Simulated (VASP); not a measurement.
SnO2, 6 atoms in the cell. It takes space group P4_2/mnm (No. 136, tetragonal). The conventional cell has a = 4.749 Å, b = 4.749 Å, c = 3.206 Å, α = 90.00°, β = 90.00°, γ = 90.00°. Sn (site symmetry mmm) has 6 O at 2.06 to 2.07 Å within 2.7 Å. O (site symmetry m2m) has 3 Sn at 2.06 to 2.07 Å and 1 O at 2.60 Å within 2.7 Å. 

| Property | Result |
| --- | --- |
| Program | VASP 6.6.1 |
| Task | single point |
| Functional | PBEsol |
| Potentials or basis | VASP PAW PBE potentials, release 64 (Sn_d, O) |
| Cutoff | 520 eV |
| k mesh | 6 × 6 × 8 |
| Occupations | fermi-dirac, width 0.05 eV |
| Spin | no spin polarisation |
| Dipole correction | no |
| Further INCAR settings | ALGO = Normal; EDIFF = 1e-06; NBANDS = 35 |

Potentials or basis: VASP PAW PBE potentials, release 64 (Sn_d, O).

Run with:

```sh
$ cat potpaw_PBE.64/Sn_d/POTCAR potpaw_PBE.64/O/POTCAR > POTCAR
$ mpirun -np 1 vasp_std > vasp.out
```

Hardware: 1 thread of Intel Xeon 8259CL, on a shared host.

Task: Estimate the wall time of this run.

Result: Wall time 120 s on 1 thread of Intel Xeon 8259CL (shared host), peak memory 0.24 GiB. Counts: scf iterations 12, k points 50.
